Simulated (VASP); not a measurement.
# LiCl (Fm-3m) in VASP: vibrations by perturbation theory with PBEsol

Aim: the vibrations by perturbation theory of LiCl with PBEsol.

Program: VASP 6.6.1. These are calculated values, not measurements. Logs are shortened: lines on timing, memory, paths and dates and some standing lists are left out, and cuts for length are marked.

### Step 1. The cell of the first run

Symmetry: Fm-3m, No. 225, cubic system. The conventional cell has a = 5.063 Å, b = 5.063 Å, c = 5.063 Å, α = 90.00°, β = 90.00°, γ = 90.00°. Within 3.3 Å of Li (site symmetry m-3m) lie 6 Cl at 2.53 Å. Within 3.3 Å of Cl (site symmetry m-3m) lie 6 Li at 2.53 Å.

### Step 2. Vibrations by perturbation theory, PBEsol

Contents of INCAR:

```
SYSTEM = LiCl
PREC = Accurate
ENCUT = 520
EDIFF = 1E-8
ISMEAR = 0
SIGMA = 0.01
LREAL = .False.
LASPH = .True.
NELM = 100
ALGO = Normal
ISIF = 2
LWAVE = .False.
LCHARG = .False.
GGA = PS
NBANDS = 12
IBRION = 8
NSW = 1
```

Contents of KPOINTS:

```
Automatic mesh
0
Gamma
  8 8 8
  0 0 0
```

Contents of POSCAR:

```
LiCl
1.0
    0.0000000000      2.5314052282      2.5314052282
    2.5314052282      0.0000000000      2.5314052282
    2.5314052282      2.5314052282      0.0000000000
Li Cl
1 1
Direct
    0.0000000000      0.0000000000      0.0000000000
    0.5000000000      0.5000000000      0.5000000000
```

Potentials or basis: VASP PAW PBE potentials, release 64 (Li_sv, Cl).

Command:

```bash
cat potpaw_PBE.64/Li_sv/POTCAR potpaw_PBE.64/Cl/POTCAR > POTCAR
mpirun -np 1 vasp_std > vasp.out
```

OUTCAR:

```text
SYSTEM = LiCl
   PREC = Accurate
   ENCUT = 520
   EDIFF = 1E-8
   ISMEAR = 0
   LREAL = .False.
   LASPH = .True.
   NELM = 100
   ISIF = 2
   GGA = PS
   IBRION = 8
   NSW = 1

 ion  position               nearest neighbor table
   1  0.000  0.000  0.000-   2 2.53   2 2.53   2 2.53   2 2.53   2 2.53   2 2.53
   2  0.500  0.500  0.500-   1 2.53   1 2.53   1 2.53   1 2.53   1 2.53   1 2.53

  LATTYP: Found a face centered cubic cell.
 ALAT       =     5.0628104564

  Lattice vectors:

 A1 = (   0.0000000000,   2.5314052282,   2.5314052282)
 A2 = (   2.5314052282,   0.0000000000,   2.5314052282)
 A3 = (   2.5314052282,   2.5314052282,   0.0000000000)

Analysis of symmetry for initial positions (statically):
=====================================================================
 Subroutine PRICEL returns:
 Original cell was already a primitive cell.

 Routine SETGRP: Setting up the symmetry group for a
 face centered cubic supercell.

 Subroutine GETGRP returns: Found 48 space group operations
 (whereof 48 operations were pure point group operations)
 out of a pool of 48 trial point group operations.

The static configuration has the point symmetry O_h .

Analysis of symmetry for dynamics (positions and initial velocities):
=====================================================================
 Subroutine PRICEL returns:
 Original cell was already a primitive cell.

 Routine SETGRP: Setting up the symmetry group for a
 face centered cubic supercell.

 Subroutine GETGRP returns: Found 48 space group operations
 (whereof 48 operations were pure point group operations)
 out of a pool of 48 trial point group operations.

The dynamic configuration has the point symmetry O_h .

 Subroutine INISYM returns: Found 48 space group operations
 (whereof 48 operations are pure point group operations),
 and found     1 'primitive' translations

----------------------------------------------------------------------------------------

                                     Primitive cell

  volume of cell :      32.4426

  direct lattice vectors                    reciprocal lattice vectors
     0.000000000  2.531405228  2.531405228    -0.197518751  0.197518751  0.197518751
     2.531405228  0.000000000  2.531405228     0.197518751 -0.197518751  0.197518751
     2.531405228  2.531405228  0.000000000     0.197518751  0.197518751 -0.197518751

  length of vectors
     3.579947606  3.579947606  3.579947606     0.342112513  0.342112513  0.342112513

  position of ions in fractional coordinates (direct lattice)
     0.000000000  0.000000000  0.000000000
     0.500000000  0.500000000  0.500000000

  ion indices of the primitive-cell ions
   primitive index   ion index
                 1           1
                 2           2

----------------------------------------------------------------------------------------

 KPOINTS: Automatic mesh

Automatic generation of k-mesh.
 Grid dimensions read from file:
 generate k-points for:    8    8    8

 Generating k-lattice:

  Cartesian coordinates                     Fractional coordinates (reciprocal lattice)
    -0.024689844  0.024689844  0.024689844     0.125000000  0.000000000  0.000000000
     0.024689844 -0.024689844  0.024689844     0.000000000  0.125000000  0.000000000
     0.024689844  0.024689844 -0.024689844     0.000000000  0.000000000  0.125000000

  Length of vectors
     0.042764064  0.042764064  0.042764064

  Shift w.r.t. Gamma in fractional coordinates (k-lattice)
     0.000000000  0.000000000  0.000000000

 Subroutine IBZKPT returns following result:
 ===========================================

 Found     29 irreducible k-points:

[... 76 lines left out ...]
 non-spin polarized calculation
 Gauss-broadening in eV      SIGMA  =   0.01
  energy-cutoff  :      520.00
  volume of cell :       32.44
 maximum number of plane-waves:       893
   NGX = 13   NGY = 13   NGZ = 13

--------------------------------------- Ionic step        1  -------------------------------------------

 number of electron      10.0000000 magnetization

 number of electron       9.9999996 magnetization

 Free energy of the ion-electron system (eV)
  ---------------------------------------------------
  ext. energy  EPLUGINS =         0.00000000
  ---------------------------------------------------
  free energy    TOTEN  =        -7.63912813 eV

  energy without entropy =       -7.63912813  energy(sigma->0) =       -7.63912813

 E-fermi :   0.9694     XC(G=0):  -9.0823

 val. band max:        0.8369461020   @ k =   0.0000   0.0000   0.0000
 cond. band min:       7.2021225698   @ k =   0.0000   0.0000   0.0000
 fundamental gap:      6.3651764678
 Fermi energy:         0.9693972765

 k-point     1 :       0.0000    0.0000    0.0000
  band No.  band energies     occupation
      1     -41.9154      2.00000
      2     -12.6996      2.00000
      3       0.8369      2.00000
      4       0.8369      2.00000
      5       0.8369      2.00000
      6       7.2021      0.00000
      7      12.6799      0.00000
      8      12.6799      0.00000
      9      12.6799      0.00000
     10      15.4802      0.00000
     11      15.4802      0.00000
     12      15.4802      0.00000
[... 331 lines left out ...]
 k-point    24 :      -0.3750    0.2500    0.1250
  band No.  band energies     occupation
      1     -41.9110      2.00000
      2     -11.9335      2.00000
      3      -1.9181      2.00000
      4      -0.5941      2.00000
      5       0.2037      2.00000
      6       8.9604      0.00000
      7      10.1123      0.00000
      8      11.3725      0.00000
      9      12.7083      0.00000
     10      16.4425      0.00000
     11      17.1329      0.00000
     12      19.2471      0.00000

 [... further k-points ...]
[... 5 lines left out ...]
  --------------------------------------------------------------------------------------
  -------------------------------------------------------------------------------------
  Total       -0.0081486     -0.0081486     -0.0081486     -0.0000000     -0.0000000      0.0000000
  in kB       -0.4024198     -0.4024198     -0.4024198     -0.0000000     -0.0000000      0.0000000
  external PRESSURE =      -0.4024198 kB  Pullay stress =       0.0000000 kB

 VOLUME and BASIS-vectors are now :
 -----------------------------------------------------------------------------
  energy-cutoff  :      520.00
  volume of cell :       32.44
      direct lattice vectors                 reciprocal lattice vectors
     0.000000000  2.531405228  2.531405228    -0.197518751  0.197518751  0.197518751
     2.531405228  0.000000000  2.531405228     0.197518751 -0.197518751  0.197518751
     2.531405228  2.531405228  0.000000000     0.197518751  0.197518751 -0.197518751

 POSITION                                       TOTAL-FORCE (eV/Angst)
 -----------------------------------------------------------------------------------
      0.00000      0.00000      0.00000        -0.000000     -0.000000     -0.000000
      2.53141      2.53141      2.53141         0.000000      0.000000      0.000000
 -----------------------------------------------------------------------------------
    total drift:                                0.000000      0.000000      0.000000

  FREE ENERGIE OF THE ION-ELECTRON SYSTEM (eV)
  ---------------------------------------------------
  free  energy   TOTEN  =        -7.6391281268 eV

  energy  without entropy=       -7.6391281268  energy(sigma->0) =       -7.63912813

[... ionic steps 2 to 3 ...]

--------------------------------------- Ionic step        4  -------------------------------------------

------------------------ aborting loop because EDIFF is reached ----------------------------------------

[... ionic steps 5 to 6 ...]

--------------------------------------- Ionic step        7  -------------------------------------------

 Free energy of the ion-electron system (eV)
  ---------------------------------------------------
  ---------------------------------------------------
  free energy    TOTEN  =        -0.18797719 eV

  energy without entropy =       -0.18797719

------------------------ aborting loop because EDIFF is reached ----------------------------------------

 INTERNAL STRAIN TENSOR  FOR ION    2  DIRECTION 1   (eV/Angst):
 -----------------------------------------------------------------------------
     0.00245 -0.00000 -0.00000
    -0.00000  0.00968  0.00000
     0.00000  0.00000  0.00968

 INTERNAL STRAIN TENSOR FOR ION    2 for displacements in x,y,z  (eV/Angst):
          X           Y           Z          XY          YZ          ZX
  --------------------------------------------------------------------------------
  x     0.00000     0.00000     0.00000     0.00000     0.00000     0.00000
  y     0.00000     0.00000     0.00000     0.00000     0.00000     0.00000
  z     0.00000     0.00000     0.00000     0.00000     0.00000     0.00000

 SECOND DERIVATIVES (NOT SYMMETRIZED)
 ------------------------------------
               1X          1Y          1Z          2X          2Y          2Z
  1X    -0.924079    0.000000    0.000000    0.924079    0.000000    0.000000
  1Y     0.000000   -0.924079    0.000000    0.000000    0.924079    0.000000
  1Z     0.000000    0.000000   -0.924079    0.000000    0.000000    0.924079
  2X     0.934036    0.000000    0.000000   -0.934036    0.000000    0.000000
  2Y     0.000000    0.934036    0.000000    0.000000   -0.934036    0.000000
  2Z     0.000000    0.000000    0.934036    0.000000    0.000000   -0.934036

 Eigenvectors and eigenvalues of the dynamical matrix
 ----------------------------------------------------

   1 f  =    6.217444 THz    39.065353 2PiTHz  207.391612 cm-1    25.713271 meV
             X         Y         Z           dx          dy          dz
      0.000000  0.000000  0.000000     0.000000    0.912924    0.000000
      2.531405  2.531405  2.531405     0.000000   -0.408130    0.000000
[... 21 lines left out ...]
   6 f/i=    0.012413 THz     0.077993 2PiTHz    0.414054 cm-1     0.051336 meV
             X         Y         Z           dx          dy          dz
      0.000000  0.000000  0.000000     0.000000    0.000000   -0.408130
      2.531405  2.531405  2.531405     0.000000    0.000000   -0.912924

--------------------------------------------------------------------------------------------------------

 ELASTIC MODULI CONTR FROM IONIC RELAXATION (kBar)
 Direction    XX          YY          ZZ          XY          YZ          ZX
 --------------------------------------------------------------------------------
 XX           0.0000      0.0000      0.0000      0.0000      0.0000      0.0000
 YY           0.0000      0.0000      0.0000      0.0000      0.0000      0.0000
 ZZ           0.0000      0.0000      0.0000      0.0000      0.0000      0.0000
 XY           0.0000      0.0000      0.0000      0.0000      0.0000      0.0000
 YZ           0.0000      0.0000      0.0000      0.0000      0.0000      0.0000
 ZX           0.0000      0.0000      0.0000      0.0000      0.0000      0.0000
 --------------------------------------------------------------------------------
```

Wall time 1.9 min (1 thread of Intel Xeon Platinum 8375C at 2.90GHz (Ice Lake), shared host); peak memory 0.19 GiB.

What came out:

| Quantity | Value |
| --- | --- |
| Highest phonon frequency at Γ, LO-TO splitting left out | 207 cm⁻¹ |

Phonon frequencies in cm⁻¹ (negative: imaginary):
```
              q point        frequencies
(0.000, 0.000, 0.000)  0 0 0 207 207 207
```

Caveat: the cutoff is under 1.25 times the usual one of these potentials, so pressure, stress and relaxed cells hold a basis-set (Pulay) error; the PAW data sets were made with another functional, which shifts forces and pressure a little.
